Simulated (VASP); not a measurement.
# Sn3O (Pm-3m) in VASP: single point with r2SCAN

Aim: the single point of Sn3O with r2SCAN.

Program: VASP 6.6.1. These are calculated values, not measurements. Logs are shortened: lines on timing, memory, paths and dates and some standing lists are left out, and cuts for length are marked.

## Step 1: The cell of the first run

The structure is cubic, space group Pm-3m (No. 221). Conventional cell: a = 4.416 Å, b = 4.416 Å, c = 4.416 Å, α = 90.00°, β = 90.00°, γ = 90.00°. Sn (site symmetry 4/mmm) has 8 Sn at 3.12 Å and 4 O at 3.12 Å within 4.1 Å. Within 4.1 Å of O (site symmetry m-3m) lie 12 Sn at 3.12 Å.

## Step 2: Single point, r2SCAN

Contents of POSCAR:

```
Sn3O
1.0
    4.4160029170      0.0000000000      0.0000000000
    0.0000000000      4.4160029170      0.0000000000
    0.0000000000      0.0000000000      4.4160029170
Sn O
3 1
Direct
    0.0000000000      0.5000000000      0.5000000000
    0.5000000000      0.0000000000      0.5000000000
    0.5000000000      0.5000000000      0.0000000000
    0.0000000000      0.0000000000      0.0000000000
```

Contents of INCAR.step1:

```
SYSTEM = Sn3O
PREC = Accurate
ENCUT = 520
ISMEAR = 0
SIGMA = 0.1
LREAL = .FALSE.
LASPH = .TRUE.
NELM = 100
NBANDS = 32
GGA = PE
ALGO = Normal
EDIFF = 1E-4
LWAVE = .TRUE.
LCHARG = .FALSE.
```

Contents of INCAR.step2:

```
SYSTEM = Sn3O
PREC = Accurate
ENCUT = 520
EDIFF = 1E-7
ISMEAR = 0
SIGMA = 0.1
LREAL = .FALSE.
LASPH = .TRUE.
NELM = 100
ALGO = Normal
ISIF = 2
LWAVE = .FALSE.
LCHARG = .FALSE.
METAGGA = R2SCAN
LMIXTAU = .TRUE.
NBANDS = 32
ISTART = 1
```

Contents of KPOINTS:

```
Automatic mesh
0
G
  10 10 10
  0 0 0
```

Potentials or basis: VASP PAW PBE potentials, release 64 (Sn_d, O).

The run is started by

```
> cat potpaw_PBE.64/Sn_d/POTCAR potpaw_PBE.64/O/POTCAR > POTCAR
> cp INCAR.step1 INCAR
> mpirun -np 1 vasp_std > vasp.out
> cp INCAR.step2 INCAR
> mpirun -np 1 vasp_std > vasp.out
```

OUTCAR:

```text
SYSTEM = Sn3O
   PREC = Accurate
   ENCUT = 520
   EDIFF = 1E-7
   ISMEAR = 0
   LREAL = .FALSE.
   LASPH = .TRUE.
   NELM = 100
   ISIF = 2
   METAGGA = R2SCAN
   ISTART = 1

 ion  position               nearest neighbor table
   1  0.000  0.500  0.500-   2 3.12   3 3.12   3 3.12   2 3.12   2 3.12   3 3.12   3 3.12   2 3.12

   2  0.500  0.000  0.500-   1 3.12   3 3.12   3 3.12   1 3.12   3 3.12   3 3.12   1 3.12   1 3.12

   3  0.500  0.500  0.000-   1 3.12   2 3.12   1 3.12   2 3.12   2 3.12   2 3.12   1 3.12   1 3.12

   4  0.000  0.000  0.000-

  LATTYP: Found a simple cubic cell.
 ALAT       =     4.4160029170

  Lattice vectors:

 A1 = (   4.4160029170,   0.0000000000,   0.0000000000)
 A2 = (   0.0000000000,   4.4160029170,   0.0000000000)
 A3 = (   0.0000000000,   0.0000000000,   4.4160029170)

Analysis of symmetry for initial positions (statically):
=====================================================================
 Subroutine PRICEL returns:
 Original cell was already a primitive cell.

 Routine SETGRP: Setting up the symmetry group for a
 simple cubic supercell.

 Subroutine GETGRP returns: Found 48 space group operations
 (whereof 48 operations were pure point group operations)
 out of a pool of 48 trial point group operations.

The static configuration has the point symmetry O_h .

Analysis of symmetry for dynamics (positions and initial velocities):
=====================================================================
 Subroutine PRICEL returns:
 Original cell was already a primitive cell.

 Routine SETGRP: Setting up the symmetry group for a
 simple cubic supercell.

 Subroutine GETGRP returns: Found 48 space group operations
 (whereof 48 operations were pure point group operations)
 out of a pool of 48 trial point group operations.

The dynamic configuration has the point symmetry O_h .

 Subroutine INISYM returns: Found 48 space group operations
 (whereof 48 operations are pure point group operations),
 and found     1 'primitive' translations

----------------------------------------------------------------------------------------

                                     Primitive cell

  volume of cell :      86.1168

  direct lattice vectors                    reciprocal lattice vectors
     4.416002917  0.000000000  0.000000000     0.226449126  0.000000000  0.000000000
     0.000000000  4.416002917  0.000000000     0.000000000  0.226449126  0.000000000
     0.000000000  0.000000000  4.416002917     0.000000000  0.000000000  0.226449126

  length of vectors
     4.416002917  4.416002917  4.416002917     0.226449126  0.226449126  0.226449126

  position of ions in fractional coordinates (direct lattice)
     0.000000000  0.500000000  0.500000000
     0.500000000  0.000000000  0.500000000
     0.500000000  0.500000000  0.000000000
     0.000000000  0.000000000  0.000000000

  ion indices of the primitive-cell ions
   primitive index   ion index
                 1           1
                 2           2
                 3           3
                 4           4

----------------------------------------------------------------------------------------

 KPOINTS: Automatic mesh

Automatic generation of k-mesh.
 Grid dimensions read from file:
 generate k-points for:   10   10   10

 Generating k-lattice:

  Cartesian coordinates                     Fractional coordinates (reciprocal lattice)
     0.022644913  0.000000000  0.000000000     0.100000000  0.000000000  0.000000000
     0.000000000  0.022644913  0.000000000     0.000000000  0.100000000  0.000000000
     0.000000000  0.000000000  0.022644913     0.000000000  0.000000000  0.100000000

  Length of vectors
     0.022644913  0.022644913  0.022644913

  Shift w.r.t. Gamma in fractional coordinates (k-lattice)
     0.000000000  0.000000000  0.000000000

 Subroutine IBZKPT returns following result:
 ===========================================

 Found     56 irreducible k-points:

 Following reciprocal coordinates:
            Coordinates               Weight
  0.000000  0.000000  0.000000      1.000000
  0.100000  0.000000  0.000000      6.000000
  0.200000  0.000000  0.000000      6.000000
  0.300000  0.000000  0.000000      6.000000
  0.400000  0.000000  0.000000      6.000000
  0.500000  0.000000  0.000000      3.000000
[... 16 lines left out ...]
  0.200000  0.100000  0.100000     24.000000
  0.300000  0.100000  0.100000     24.000000
 [... further k-points ...]
   k-points           NKPTS =     56   k-points in BZ     NKDIM =     56   number of bands    NBANDS=     32
   number of dos      NEDOS =    301   number of ions     NIONS =      4
   total plane-waves  NPLWV =  46656
   dimension x,y,z NGX =    36 NGY =   36 NGZ =   36
   dimension x,y,z NGXF=    72 NGYF=   72 NGZF=   72
   ions per type =               3   1
   NGX,Y,Z   is equivalent  to a cutoff of  13.55, 13.55, 13.55 a.u.
   NGXF,Y,Z  is equivalent  to a cutoff of  27.11, 27.11, 27.11 a.u.
 SYSTEM =  Sn3O
   PREC   = accura    normal or accurate (medium, high low for compatibility)
   ISTART =      1    job   : 0-new  1-cont  2-samecut
   ICHARG =      0    charge: 1-file 2-atom 10-const
   ISPIN  =      1    spin polarized calculation?
   LNONCOLLINEAR =      F non collinear calculations
   LSORBIT =      F    spin-orbit coupling
   LASPH  =      T    aspherical Exc in radial PAW
   ENCUT  =  520.0 eV  38.22 Ry    6.18 a.u.   8.21  8.21  8.21*2*pi/ulx,y,z
   NELM   =    100;   NELMIN=  2; NELMDL=  0     # of ELM steps
   EDIFF  = 0.1E-06   stopping-criterion for ELM
   LREAL  =      F    real-space projection
   EDIFFG = 0.1E-05   stopping-criterion for IOM
   NSW    =      0    number of steps for IOM
   IBRION =     -1    ionic relax: 0-MD 1-quasi-New 2-CG
   NFREE  =      0    steps in history (QN), initial steepest desc. (CG)
   ISIF   =      2    stress and relaxation
   ISYM   =      2    0-nonsym 1-usesym 2-fastsym
   POTIM  = 0.5000    time-step for ionic-motion
   TEBEG  =    0.0;   TEEND  =   0.0 temperature during run
   PSTRESS=    0.0 pullay stress
   NELECT =      48.0000    total number of electrons
   NUPDOWN=      -1.0000    fix difference up-down
   EMIN   =  10.00;   EMAX   =-10.00  energy-range for DOS
   EFERMI =   0.00;   METHOD = LEGACY
   ISMEAR =     0;   SIGMA  =   0.10  broadening in eV -4-tet -1-fermi 0-gaus
   EFERMI_NEDOS =   21; number of points for ismear=-14 and -15
   IALGO  =     38    algorithm
   IMIX   =      4    mixing-type and parameters
     AMIX     =   0.40;   BMIX     =  1.00
     AMIX_MAG =   1.60;   BMIX_MAG =  1.00
  volume/ion in A,a.u.               =      21.53       145.29
  Fermi-wavevector in a.u.,A,eV,Ry     =   1.347284  2.545998 24.696952  1.815175
  Thomas-Fermi vector in A             =   2.475047
   LORBIT       =      0    0 simple, 1 ext, 2 COOP (PROOUT), +10 PAW based schemes
   METAGGA = R2SCAN    functional components
   LHFCALC =     F    Hartree Fock is set to
   AEXX    =    0.0000 exact exchange contribution
   IVDW    =     0    specifies the selected vdW correction
   LEPSILON=     F    determine dielectric tensor
   LRPA    =     F    only Hartree local field effects (RPA)
 non-spin polarized calculation
 Gauss-broadening in eV      SIGMA  =   0.10
  energy-cutoff  :      520.00
  volume of cell :       86.12
 maximum number of plane-waves:      2360
 NGX is ok and might be reduce to    36
   NGX = 17   NGY = 17   NGZ = 17

 number of electron      47.9999969 magnetization

 Free energy of the ion-electron system (eV)
  ---------------------------------------------------
  ext. energy  EPLUGINS =         0.00000000
  ---------------------------------------------------
  free energy    TOTEN  =       -78.95770985 eV

  energy without entropy =      -78.94485325  energy(sigma->0) =      -78.95128155

 E-fermi :   7.8846     XC(G=0): -11.3979

 val. band max:        7.8747797953   @ k =   0.4000   0.2000   0.0000
 cond. band min:       7.8904538992   @ k =   0.4000   0.3000   0.0000
 fundamental gap:      0.0156741039
 Fermi energy:         7.8845825032

 k-point     1 :       0.0000    0.0000    0.0000
  band No.  band energies     occupation
      1     -14.8537      2.00000
      2     -14.8537      2.00000
      3     -14.8537      2.00000
      4     -14.7894      2.00000
      5     -14.7395      2.00000
      6     -14.7395      2.00000
[... 24 lines left out ...]
     31      15.4517      0.00000
     32      15.4517      0.00000

 k-point     2 :       0.1000    0.0000    0.0000
  band No.  band energies     occupation
      1     -14.8521      2.00000
      2     -14.8431      2.00000
      3     -14.8431      2.00000
      4     -14.7818      2.00000
      5     -14.7385      2.00000
      6     -14.7333      2.00000
[... 24 lines left out ...]
     31      14.8917      0.00000
     32      15.0107      0.00000

 k-point     3 :       0.2000    0.0000    0.0000
  band No.  band energies     occupation
      1     -14.8477      2.00000
      2     -14.8120      2.00000
      3     -14.8120      2.00000
      4     -14.7606      2.00000
      5     -14.7358      2.00000
      6     -14.7158      2.00000
[... 24 lines left out ...]
     31      14.3915      0.00000
     32      14.3915      0.00000

 k-point     4 :       0.3000    0.0000    0.0000
  band No.  band energies     occupation
      1     -14.8421      2.00000
      2     -14.7635      2.00000
      3     -14.7635      2.00000
      4     -14.7366      2.00000
      5     -14.7252      2.00000
      6     -14.6900      2.00000
[... 654 lines left out ...]
     31      15.1089      0.00000
     32      15.1089      0.00000

 k-point    23 :       0.2000    0.1000    0.1000
  band No.  band energies     occupation
      1     -14.8314      2.00000
      2     -14.8074      2.00000
      3     -14.8042      2.00000
      4     -14.7432      2.00000
      5     -14.7244      2.00000
      6     -14.7076      2.00000
[... 24 lines left out ...]
     31      14.6225      0.00000
     32      14.8827      0.00000

 k-point    24 :       0.3000    0.1000    0.1000
  band No.  band energies     occupation
      1     -14.8249      2.00000
      2     -14.7712      2.00000
      3     -14.7649      2.00000
      4     -14.7177      2.00000
      5     -14.7095      2.00000
      6     -14.6774      2.00000
[... 24 lines left out ...]
     31      14.2136      0.00000
     32      14.8331      0.00000

 [... further k-points ...]

------------------------ aborting loop because EDIFF is reached ----------------------------------------

  FORCE on cell =-STRESS in cart. coord.  units (eV):
  Direction    XX          YY          ZZ          XY          YZ          ZX
  --------------------------------------------------------------------------------------
  -------------------------------------------------------------------------------------
  Total       -0.0133154     -0.0133154     -0.0133154     -0.0000000      0.0000000     -0.0000000
  in kB       -0.2477284     -0.2477284     -0.2477284     -0.0000000      0.0000000     -0.0000000
  external PRESSURE =      -0.2477284 kB  Pullay stress =       0.0000000 kB

 VOLUME and BASIS-vectors are now :
 -----------------------------------------------------------------------------
  energy-cutoff  :      520.00
  volume of cell :       86.12
      direct lattice vectors                 reciprocal lattice vectors
     4.416002917  0.000000000  0.000000000     0.226449126  0.000000000  0.000000000
     0.000000000  4.416002917  0.000000000     0.000000000  0.226449126  0.000000000
     0.000000000  0.000000000  4.416002917     0.000000000  0.000000000  0.226449126

 POSITION                                       TOTAL-FORCE (eV/Angst)
 -----------------------------------------------------------------------------------
      0.00000      2.20800      2.20800         0.000000      0.000000      0.000000
      2.20800      0.00000      2.20800         0.000000      0.000000      0.000000
      2.20800      2.20800      0.00000         0.000000      0.000000      0.000000
      0.00000      0.00000      0.00000         0.000000      0.000000      0.000000
 -----------------------------------------------------------------------------------
    total drift:                                0.000000      0.000000      0.000000

  FREE ENERGIE OF THE ION-ELECTRON SYSTEM (eV)
  ---------------------------------------------------
  free  energy   TOTEN  =       -78.9577098485 eV

  energy  without entropy=      -78.9448532455  energy(sigma->0) =      -78.95128155
```

It took 7.3 min on 1 thread of Intel Xeon Platinum 8259CL at 2.50GHz (Skylake/Cascade Lake), shared host; peak memory 0.29 GiB.

Results:

* Free energy: -78.9577 eV
* Pressure: 0.0 GPa
* Band gap on the k mesh: zero (band 24 reaches 8.85 eV, above the bottom of band 25 at 7.00 eV)

Levels at points of the mesh, in eV from the Fermi level:
| k point | band 21 | band 22 | band 23 | band 24 | band 25 | band 26 | band 27 | band 28 |
| --- | --- | --- | --- | --- | --- | --- | --- | --- |
| (0.00, 0.00, 0.00) | -4.01 | -4.01 | -0.88 | -0.88 | -0.88 | 3.59 | 3.59 | 3.59 |
| (0.50, 0.00, 0.00) | -2.70 | -1.97 | -1.89 | -1.89 | 0.93 | 1.94 | 1.94 | 2.21 |
| (0.50, 0.50, 0.00) | -2.25 | -1.76 | -1.76 | 0.04 | 0.14 | 0.99 | 0.99 | 3.26 |
| (0.50, 0.50, 0.50) | -4.78 | -4.78 | -4.78 | 0.29 | 0.29 | 0.29 | 6.53 | 7.85 |

Caveat: the PAW data sets were made with another functional, which shifts forces and pressure a little; spin-orbit coupling is left out, which moves the levels of the heavy elements.
